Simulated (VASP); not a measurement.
# PbS (P6_3/mmc) in VASP: notebook

PbS is run at these levels: r2SCAN; tasks: single point.

Everything below comes from runs of VASP 6.6.1. Logs are shortened: lines on timing, memory, paths and dates and some standing lists are left out, and cuts for length are marked.

## 1. The cell of the first run

Symmetry: P6_3/mmc, No. 194, hexagonal system. The conventional cell has a = 4.039 Å, b = 4.039 Å, c = 7.184 Å, α = 90.00°, β = 90.00°, γ = 120.00°. Pb (site symmetry -3m) has 6 S at 2.94 Å and 8 Pb at 3.59 to 4.04 Å within 4.1 Å. Within 4.1 Å of S (site symmetry -6m2) lie 6 Pb at 2.94 Å and 6 S at 4.04 Å.

## 2. Single point, r2SCAN (25.38 Å³/atom)

POSCAR reads:

```
PbS
1.0
    4.0392756170      0.0000000000      0.0000000000
   -2.0196378085      3.4981152972      0.0000000000
    0.0000000000      0.0000000000      7.1840216304
Pb S
2 2
Direct
    0.0000000000      0.0000000000      0.0000000000
    0.0000000000      0.0000000000      0.5000000000
    0.3333333333      0.6666666667      0.2500000000
    0.6666666667      0.3333333333      0.7500000000
```

INCAR.step1 reads:

```
PREC = Accurate
ENCUT = 520
ISMEAR = -1
SIGMA = 0.02
LREAL = F
LASPH = T
NELM = 80
NBANDS = 28
GGA = PE
ALGO = Normal
EDIFF = 1E-4
LWAVE = T
LCHARG = F
```

INCAR.step2 reads:

```
PREC = Accurate
ENCUT = 520
EDIFF = 1E-6
ISMEAR = -1
SIGMA = 0.02
LREAL = F
LASPH = T
NELM = 80
ALGO = Normal
ISIF = 2
LWAVE = F
LCHARG = T
METAGGA = R2SCAN
LMIXTAU = T
LELF = T
LVHAR = T
NBANDS = 28
ISTART = 1
```

KPOINTS reads:

```
regular mesh
0
Gamma
  6 6 4
```

Potentials or basis: VASP PAW PBE potentials, release 64 (Pb_d, S).

The run is started by

```sh
$ cat potpaw_PBE.64/Pb_d/POTCAR potpaw_PBE.64/S/POTCAR > POTCAR
$ cp INCAR.step1 INCAR
$ mpirun -np 1 vasp_std > vasp.out
$ cp INCAR.step2 INCAR
$ mpirun -np 1 vasp_std > vasp.out
```

OUTCAR:

```text
PREC = Accurate
   ENCUT = 520
   EDIFF = 1E-6
   ISMEAR = -1
   LREAL = F
   LASPH = T
   NELM = 80
   ISIF = 2
   METAGGA = R2SCAN
   ISTART = 1

 ion  position               nearest neighbor table
   1  0.000  0.000  0.000-   3 2.94   4 2.94   3 2.94   4 2.94   4 2.94   3 2.94   2 3.59   2 3.59

   2  0.000  0.000  0.500-   3 2.94   4 2.94   3 2.94   4 2.94   4 2.94   3 2.94   1 3.59   1 3.59

   3  0.333  0.667  0.250-   1 2.94   2 2.94   1 2.94   2 2.94   1 2.94   2 2.94
   4  0.667  0.333  0.750-   1 2.94   2 2.94   1 2.94   2 2.94   1 2.94   2 2.94

  LATTYP: Found a hexagonal cell.
 ALAT       =     4.0392756170
 C/A-ratio  =     1.7785420733

  Lattice vectors:

 A1 = (   4.0392756170,   0.0000000000,   0.0000000000)
 A2 = (  -2.0196378085,   3.4981152972,   0.0000000000)
 A3 = (   0.0000000000,   0.0000000000,   7.1840216304)

Analysis of symmetry for initial positions (statically):
=====================================================================
 Subroutine PRICEL returns:
 Original cell was already a primitive cell.

 Routine SETGRP: Setting up the symmetry group for a
 hexagonal supercell.

 Subroutine GETGRP returns: Found 24 space group operations
 (whereof 12 operations were pure point group operations)
 out of a pool of 24 trial point group operations.

The static configuration has the point symmetry D_3d.
 The point group associated with its full space group is D_6h.

Analysis of symmetry for dynamics (positions and initial velocities):
=====================================================================
 Subroutine PRICEL returns:
 Original cell was already a primitive cell.

 Routine SETGRP: Setting up the symmetry group for a
 hexagonal supercell.

 Subroutine GETGRP returns: Found 24 space group operations
 (whereof 12 operations were pure point group operations)
 out of a pool of 24 trial point group operations.

The dynamic configuration has the point symmetry D_3d.
 The point group associated with its full space group is D_6h.

 Subroutine INISYM returns: Found 24 space group operations
 (whereof 12 operations are pure point group operations),
 and found     1 'primitive' translations

----------------------------------------------------------------------------------------

                                     Primitive cell

  volume of cell :     101.5092

  direct lattice vectors                    reciprocal lattice vectors
[... 84 lines left out ...]
   LASPH  =      T    aspherical Exc in radial PAW
   ENCUT  =  520.0 eV  38.22 Ry    6.18 a.u.   7.51  7.51 13.36*2*pi/ulx,y,z
   NELM   =     80;   NELMIN=  2; NELMDL=  0     # of ELM steps
   EDIFF  = 0.1E-05   stopping-criterion for ELM
   LREAL  =      F    real-space projection
   EDIFFG = 0.1E-04   stopping-criterion for IOM
   NSW    =      0    number of steps for IOM
   IBRION =     -1    ionic relax: 0-MD 1-quasi-New 2-CG
   NFREE  =      0    steps in history (QN), initial steepest desc. (CG)
   ISIF   =      2    stress and relaxation
   ISYM   =      2    0-nonsym 1-usesym 2-fastsym
   POTIM  = 0.5000    time-step for ionic-motion
   TEBEG  =    0.0;   TEEND  =   0.0 temperature during run
   PSTRESS=    0.0 pullay stress
   NELECT =      40.0000    total number of electrons
   NUPDOWN=      -1.0000    fix difference up-down
   EMIN   =  10.00;   EMAX   =-10.00  energy-range for DOS
   EFERMI =   0.00;   METHOD = LEGACY
   ISMEAR =    -1;   SIGMA  =   0.02  broadening in eV -4-tet -1-fermi 0-gaus
   EFERMI_NEDOS =   21; number of points for ismear=-14 and -15
   IALGO  =     38    algorithm
   IMIX   =      4    mixing-type and parameters
     AMIX     =   0.40;   BMIX     =  1.00
     AMIX_MAG =   1.60;   BMIX_MAG =  1.00
  volume/ion in A,a.u.               =      25.38       171.25
  Fermi-wavevector in a.u.,A,eV,Ry     =   1.200217  2.268081 19.599474  1.440521
  Thomas-Fermi vector in A             =   2.336059
   LORBIT       =      0    0 simple, 1 ext, 2 COOP (PROOUT), +10 PAW based schemes
   METAGGA = R2SCAN    functional components
   LHFCALC =     F    Hartree Fock is set to
   AEXX    =    0.0000 exact exchange contribution
   IVDW    =     0    specifies the selected vdW correction
   LEPSILON=     F    determine dielectric tensor
   LRPA    =     F    only Hartree local field effects (RPA)
 non-spin polarized calculation
  energy-cutoff  :      520.00
  volume of cell :      101.51
 maximum number of plane-waves:      2753
   NGX = 15   NGY = 15   NGZ = 27

 number of electron      40.0000003 magnetization

 Free energy of the ion-electron system (eV)
  ---------------------------------------------------
  ext. energy  EPLUGINS =         0.00000000
  ---------------------------------------------------
  free energy    TOTEN  =      -130.88125390 eV

  energy without entropy =     -130.88062196  energy(sigma->0) =     -130.88093793

 E-fermi :   6.6221     XC(G=0): -10.3812

 val. band max:        6.2812992424   @ k =   0.3333   0.3333   0.0000
 cond. band min:       6.6397647018   @ k =   0.5000  -0.0000   0.0000
 fundamental gap:      0.3584654595
 Fermi energy:         6.6220670931

 k-point     1 :       0.0000    0.0000    0.0000
  band No.  band energies     occupation
      1     -11.6313      2.00000
      2     -11.5432      2.00000
      3     -11.5432      2.00000
      4     -11.5150      2.00000
      5     -11.5149      2.00000
      6     -11.5066      2.00000
[... 640 lines left out ...]
     27      14.2154      0.00000
     28      14.2154      0.00000

------------------------ aborting loop because EDIFF is reached ----------------------------------------

  FORCE on cell =-STRESS in cart. coord.  units (eV):
  Direction    XX          YY          ZZ          XY          YZ          ZX
  --------------------------------------------------------------------------------------
  -------------------------------------------------------------------------------------
  Total        2.2675204      2.2675204      2.9073641      0.0000000     -0.0000000      0.0000000
  in kB       35.7895750     35.7895750     45.8885960      0.0000000     -0.0000000      0.0000000
  external PRESSURE =      39.1559153 kB  Pullay stress =       0.0000000 kB

 VOLUME and BASIS-vectors are now :
 -----------------------------------------------------------------------------
  energy-cutoff  :      520.00
  volume of cell :      101.51
      direct lattice vectors                 reciprocal lattice vectors
     4.039275617  0.000000000  0.000000000     0.247569142  0.142934111  0.000000000
    -2.019637809  3.498115297  0.000000000     0.000000000  0.285868222  0.000000000
     0.000000000  0.000000000  7.184021630     0.000000000  0.000000000  0.139197799

 POSITION                                       TOTAL-FORCE (eV/Angst)
 -----------------------------------------------------------------------------------
      0.00000      0.00000      0.00000        -0.000000      0.000000      0.000000
      0.00000      0.00000      3.59201        -0.000000      0.000000      0.000000
     -0.00000      2.33208      1.79601        -0.000000      0.000000     -0.000000
      2.01964      1.16604      5.38802         0.000000     -0.000000     -0.000000
 -----------------------------------------------------------------------------------
    total drift:                               -0.000000      0.000000      0.000000

  FREE ENERGIE OF THE ION-ELECTRON SYSTEM (eV)
  ---------------------------------------------------
  free  energy   TOTEN  =      -130.8812539045 eV

  energy  without entropy=     -130.8806219599  energy(sigma->0) =     -130.88093793
```

Wall time 7.3 min (1 thread of Intel Xeon 8259CL, shared host); peak memory 0.25 GiB.

What came out:

- Free energy: -130.8813 eV
- Pressure: 3.9 GPa
- Band gap on the k mesh: zero (bands 20 and 21 overlap by 0.03 eV)

Caveat: the cell stands under pressure; semilocal functionals underestimate gaps, so a narrow gap can read as zero; the PAW data sets were made with another functional, which shifts forces and pressure a little; spin-orbit coupling is left out, which moves the levels of the heavy elements.

## 3. Single point, r2SCAN (26.19 Å³/atom)

This run uses another cell than the first one, of 26.19 Å³/atom.

POSCAR reads:

```
PbS
1.0
    4.0817974325      0.0000000000      0.0000000000
   -2.0408987163      3.5349402696      0.0000000000
    0.0000000000      0.0000000000      7.2596484683
Pb S
2 2
Direct
    0.0000000000      0.0000000000      0.0000000000
    0.0000000000      0.0000000000      0.5000000000
    0.3333333333      0.6666666667      0.2500000000
    0.6666666667      0.3333333333      0.7500000000
```

INCAR.step1 reads:

```
SYSTEM = PbS
PREC = Accurate
ENCUT = 520
ISMEAR = -1
SIGMA = 0.02
LREAL = .False.
LASPH = .True.
NELM = 80
NBANDS = 28
GGA = PE
ALGO = Normal
EDIFF = 1E-4
LWAVE = .True.
LCHARG = .False.
```

INCAR.step2 reads:

```
SYSTEM = PbS
PREC = Accurate
ENCUT = 520
EDIFF = 1E-6
ISMEAR = -1
SIGMA = 0.02
LREAL = .False.
LASPH = .True.
NELM = 80
ALGO = Normal
ISIF = 2
LWAVE = .False.
LCHARG = .True.
METAGGA = R2SCAN
LMIXTAU = .True.
LELF = .True.
LVHAR = .True.
NBANDS = 28
ISTART = 1
```

KPOINTS reads:

```
regular mesh
0
Gamma
  6 6 4
  0 0 0
```

Potentials or basis: VASP PAW PBE potentials, release 64 (Pb_d, S).

The run is started by

```sh
$ cat potpaw_PBE.64/Pb_d/POTCAR potpaw_PBE.64/S/POTCAR > POTCAR
$ cp INCAR.step1 INCAR
$ mpirun -np 1 vasp_std > vasp.out
$ cp INCAR.step2 INCAR
$ mpirun -np 1 vasp_std > vasp.out
```

Run time: 7.6 min. Hardware: 1 thread of Intel Xeon 8259CL, shared host; peak memory 0.25 GiB.

The run converged. Its results:

```
Free energy            : -130.9401 eV
Pressure               : 1.8 GPa
Band gap on the k mesh : 0.11 eV (least direct gap 0.13 eV)
```

Stress tensor (GPa, compression positive):
```
1.67 0.00 0.00
0.00 1.67 0.00
0.00 0.00 2.11
```

Levels at points of the mesh, in eV from the valence-band top:
```tsv
k point	band 18	band 19	band 20	band 21	band 22	band 23
(0.00, 0.00, 0.00)	-2.19	-2.19	0.00	0.13	3.12	3.12
(0.50, 0.00, 0.00)	-2.35	-2.19	-1.34	0.11	1.72	2.44
(0.00, 0.00, 0.50)	-2.42	-1.94	-1.94	2.55	2.55	3.20
(0.50, 0.00, 0.50)	-3.30	-3.23	-3.23	2.52	2.52	2.77
```

Caveat: the PAW data sets were made with another functional, which shifts forces and pressure a little; spin-orbit coupling is left out, which moves the levels of the heavy elements. A k mesh can miss the band edges.

## 4. Single point, r2SCAN

This run uses another cell than the first one, of 27.00 Å³/atom.

POSCAR reads:

```
PbS
1.0
    4.1234513036      0.0000000000      0.0000000000
   -2.0617256518      3.5710135802      0.0000000000
    0.0000000000      0.0000000000      7.3337316306
Pb S
2 2
Direct
    0.0000000000      0.0000000000      0.0000000000
    0.0000000000      0.0000000000      0.5000000000
    0.3333333333      0.6666666667      0.2500000000
    0.6666666667      0.3333333333      0.7500000000
```

INCAR.step1 reads:

```
SYSTEM = PbS
PREC     = Accurate       ! precision mode
ENCUT    = 520            ! plane-wave cutoff, eV
ISMEAR   = -1             ! smearing method
SIGMA    = 0.02           ! smearing width, eV
LREAL    = .False.        ! projectors in reciprocal space
LASPH    = .True.         ! aspherical terms in the spheres
NELM     = 60             ! most SCF steps
NBANDS   = 28             ! bands
GGA      = PE             ! functional
ALGO     = Normal         ! electronic algorithm
EDIFF    = 1E-4           ! SCF threshold, eV
LWAVE    = .True.         ! write WAVECAR
LCHARG   = .False.        ! write CHGCAR
```

INCAR.step2 reads:

```
SYSTEM = PbS
PREC     = Accurate       ! precision mode
ENCUT    = 520            ! plane-wave cutoff, eV
EDIFF    = 1E-6           ! SCF threshold, eV
ISMEAR   = -1             ! smearing method
SIGMA    = 0.02           ! smearing width, eV
LREAL    = .False.        ! projectors in reciprocal space
LASPH    = .True.         ! aspherical terms in the spheres
NELM     = 60             ! most SCF steps
ALGO     = Normal         ! electronic algorithm
ISIF     = 2              ! what is computed and relaxed
LWAVE    = .False.        ! write WAVECAR
LCHARG   = .False.        ! write CHGCAR
METAGGA  = R2SCAN         ! meta-GGA
LMIXTAU  = .True.       
NBANDS   = 28             ! bands
ISTART   = 1
```

KPOINTS reads:

```
Automatic mesh
0
Gamma
  6 6 4
  0 0 0
```

The run is started by

```sh
$ cat potpaw_PBE.64/Pb_d/POTCAR potpaw_PBE.64/S/POTCAR > POTCAR
$ cp INCAR.step1 INCAR
$ mpirun -np 1 vasp_std > vasp.out
$ cp INCAR.step2 INCAR
$ mpirun -np 1 vasp_std > vasp.out
```

Run time: 6 min. Hardware: 1 thread of Intel Xeon 8259CL, shared host; peak memory 0.27 GiB.

It converged, with:

* Free energy: -130.9590 eV
* Pressure: 0.0 GPa
* Band gap on the k mesh: 0.25 eV

Levels at points of the mesh, in eV from the valence-band top:
```tsv
k point	band 17	band 18	band 19	band 20	band 21	band 22	band 23	band 24
(0.00, 0.00, 0.00)	-2.43	-2.00	-2.00	0.00	0.25	3.22	3.22	3.62
(0.50, 0.00, 0.00)	-3.57	-2.15	-2.03	-1.23	0.25	1.85	2.55	3.76
(0.00, 0.00, 0.50)	-2.21	-2.21	-1.83	-1.83	2.63	2.63	3.28	3.28
(0.50, 0.00, 0.50)	-3.10	-3.10	-2.99	-2.99	2.65	2.65	2.82	2.82
```

Caveat: the PAW data sets were made with another functional, which shifts forces and pressure a little; spin-orbit coupling is left out, which moves the levels of the heavy elements.

## 5. Single point, r2SCAN (27.81 Å³/atom)

This run uses another cell than the first one, of 27.81 Å³/atom.

POSCAR reads:

```
PbS
1.0
    4.1642802095      0.0000000000      0.0000000000
   -2.0821401048      3.6063724499      0.0000000000
    0.0000000000      0.0000000000      7.4063475574
Pb S
2 2
Direct
    0.0000000000      0.0000000000      0.0000000000
    0.0000000000      0.0000000000      0.5000000000
    0.3333333333      0.6666666667      0.2500000000
    0.6666666667      0.3333333333      0.7500000000
```

INCAR.step1 reads:

```
SYSTEM = PbS
  ALGO = Normal
  EDIFF = 1E-4
  ENCUT = 520
  GGA = PE
  ISMEAR = -1
  LASPH = .TRUE.
  LCHARG = .FALSE.
  LREAL = .FALSE.
  LWAVE = .TRUE.
  NBANDS = 28
  NELM = 60
  PREC = Accurate
  SIGMA = 0.02
```

INCAR.step2 reads:

```
SYSTEM = PbS
  ALGO = Normal
  EDIFF = 1E-6
  ENCUT = 520
  ISIF = 2
  ISMEAR = -1
  ISTART = 1
  LASPH = .TRUE.
  LCHARG = .FALSE.
  LMIXTAU = .TRUE.
  LREAL = .FALSE.
  LWAVE = .FALSE.
  METAGGA = R2SCAN
  NBANDS = 28
  NELM = 60
  PREC = Accurate
  SIGMA = 0.02
```

KPOINTS reads:

```
k-points
0
G
  6 6 4
  0 0 0
```

The run is started by

```sh
$ cat potpaw_PBE.64/Pb_d/POTCAR potpaw_PBE.64/S/POTCAR > POTCAR
$ cp INCAR.step1 INCAR
$ mpirun -np 1 vasp_std > vasp.out
$ cp INCAR.step2 INCAR
$ mpirun -np 1 vasp_std > vasp.out
```

Wall time 5 min (1 thread of Intel Xeon 8259CL, shared host); peak memory 0.26 GiB.

The run converged. Its results:

| Quantity | Value |
| --- | --- |
| Free energy | -130.9430 eV |
| Pressure | -1.6 GPa |
| Band gap on the k mesh | 0.36 eV |

Stress tensor (GPa, compression positive):
```
-1.50  0.00  0.00
 0.00 -1.50  0.00
 0.00  0.00 -1.89
```

Levels at points of the mesh, in eV from the valence-band top:
```tsv
k point	band 16	band 17	band 18	band 19	band 20	band 21	band 22	band 23	band 24	band 25
(0.00, 0.00, 0.00)	-2.23	-2.23	-1.82	-1.82	0.00	0.36	3.30	3.30	3.65	3.65
(0.50, 0.00, 0.00)	-4.46	-3.32	-1.97	-1.87	-1.13	0.37	1.97	2.64	3.81	5.05
(0.00, 0.00, 0.50)	-2.02	-2.02	-2.02	-1.72	-1.72	2.69	2.69	3.35	3.35	3.35
(0.50, 0.00, 0.50)	-3.51	-2.91	-2.91	-2.76	-2.76	2.74	2.74	2.88	2.88	3.57
```

Caveat: the PAW data sets were made with another functional, which shifts forces and pressure a little; spin-orbit coupling is left out, which moves the levels of the heavy elements.

## 6. The runs side by side

| cell | gap on the mesh (eV) | pressure (GPa) |
| --- | --- | --- |
| a = 4.039, b = 4.039, c = 7.184 Å, angles 90.0, 90.0, 120.0°, 4 atoms | none | 3.9 |
| a = 4.082, b = 4.082, c = 7.260 Å, angles 90.0, 90.0, 120.0°, 4 atoms | 0.11 | 1.8 |
| a = 4.123, b = 4.123, c = 7.334 Å, angles 90.0, 90.0, 120.0°, 4 atoms | 0.25 | 0.0 |
| a = 4.164, b = 4.164, c = 7.406 Å, angles 90.0, 90.0, 120.0°, 4 atoms | 0.36 | -1.6 |

Alike in all rows: task single point; level r2SCAN; potentials or basis VASP PAW PBE potentials, release 64 (Pb_d, S); no spin polarisation; k mesh 6 × 6 × 4; cutoff (eV) 520; smearing fermi-dirac 0.02 eV.

Caveats: the PAW data sets were made with another functional, which shifts forces and pressure a little; spin-orbit coupling is left out, which moves the levels of the heavy elements; the cell stands under pressure (at least some runs); semilocal functionals underestimate gaps, so a narrow gap can read as zero (at least some runs).

Total energies depend on the potentials used, so only differences within one code and one set of settings carry meaning.
